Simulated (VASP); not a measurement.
Wanted: the native input for a VASP 6.6.1 run.

- Task: single point
- Functional: r2SCAN
- Potentials or basis: VASP PAW PBE potentials, release 64 (Sr_sv, O)
- Cutoff: 520 eV
- k mesh: 8 × 8 × 8
- Occupations: gaussian, width 0.02 eV
- Spin: no spin polarisation
- Dipole correction: no
- Further INCAR settings: ALGO = Normal; EDIFF = 1e-06; NBANDS = 15

SrO:

```
Sr O
1.0
     0.00000    2.52764    2.52764
     2.52764    0.00000    2.52764
     2.52764    2.52764    0.00000
Sr O
1 1
Direct
  0.50000 0.50000 0.50000
  0.00000 0.00000 0.00000
```

This cell differs from its parent crystal: volume scaled by 0.94.

The input as run:

POSCAR

```
SrO
1.0
    0.0000000000      2.5276385977      2.5276385977
    2.5276385977      0.0000000000      2.5276385977
    2.5276385977      2.5276385977      0.0000000000
Sr O
1 1
Direct
    0.5000000000      0.5000000000      0.5000000000
    0.0000000000      0.0000000000      0.0000000000
```

INCAR.step1

```
PREC = Accurate ; ENCUT = 520
ISMEAR = 0 ; SIGMA = 0.02
LREAL = False ; LASPH = True
NELM = 100 ; NBANDS = 15
GGA = PE ; ALGO = Normal
EDIFF = 1E-4 ; LWAVE = True
LCHARG = False
```

INCAR.step2

```
PREC = Accurate ; ENCUT = 520
EDIFF = 1E-6 ; ISMEAR = 0
SIGMA = 0.02 ; LREAL = False
LASPH = True ; NELM = 100
ALGO = Normal ; ISIF = 2
LWAVE = False ; LCHARG = False
METAGGA = R2SCAN ; LMIXTAU = True
NBANDS = 15 ; ISTART = 1
```

KPOINTS

```
Automatic mesh
0
Gamma
  8 8 8
```

Potentials or basis: VASP PAW PBE potentials, release 64 (Sr_sv, O).

Launch:

```bash
$ cat potpaw_PBE.64/Sr_sv/POTCAR potpaw_PBE.64/O/POTCAR > POTCAR
$ cp INCAR.step1 INCAR
$ mpirun -np 1 vasp_std > vasp.out
$ cp INCAR.step2 INCAR
$ mpirun -np 1 vasp_std > vasp.out
```

It gave:

- Pressure: 7.3 GPa
- Band gap on the k mesh: 3.71 eV, indirect (least direct gap 3.76 eV)

Caveat: the PAW data sets were made with another functional, which shifts forces and pressure a little.

Wall time 120 s on 1 thread of Intel(R) Xeon(R) Platinum 8259CL CPU @ 2.50GHz (Skylake/Cascade Lake), on a shared host, peak memory 0.17 GiB.
